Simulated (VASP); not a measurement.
Wanted: the native input for a VASP 6.6.1 run.

```yaml
Task: single point
Functional: PBE
Potentials_or_basis: VASP PAW PBE potentials, release 64 (Y_sv)
Cutoff: 520 eV
k_mesh: 14 × 14 × 13
Occupations: fermi-dirac, width 0.05 eV
Spin: no spin polarisation
Dipole_correction: no
Further_INCAR_settings: ALGO = Normal; EDIFF = 1e-06; NBANDS = 12
```

The structure of Y lies in POSCAR:

```
Y
1.0
    3.3710432698      0.0000000000      0.0000000000
   -1.6855216348      2.9194091089      0.0000000000
    0.0000000000      0.0000000000      3.2507447982
Y
1
Direct
    0.0000000000      0.0000000000      0.0000000000
```

This isn't the form of Y at room conditions, which is hcp.

One way to write it, as run:

INCAR

```
SYSTEM = Y
PREC = Accurate
ENCUT = 520
EDIFF = 1E-6
ISMEAR = -1
SIGMA = 0.05
LREAL = .False.
LASPH = .True.
NELM = 100
ALGO = Normal
ISIF = 2
LWAVE = .False.
LCHARG = .True.
GGA = PE
LELF = .True.
LVHAR = .True.
NBANDS = 12
```

KPOINTS

```
Automatic mesh
0
Gamma
  14 14 13
  0 0 0
```

Potentials or basis: VASP PAW PBE potentials, release 64 (Y_sv).

Run with:

```sh
$ cat potpaw_PBE.64/Y_sv/POTCAR > POTCAR
$ mpirun -np 1 vasp_std > vasp.out
```

Results of the run:

```
Pressure               : 1.7 GPa
Band gap on the k mesh : zero (an odd number of electrons rules out a gap without spin polarisation)
```

Run time: 40 s on 1 thread of Intel Xeon 8259CL, on a shared host, peak memory 0.19 GiB.
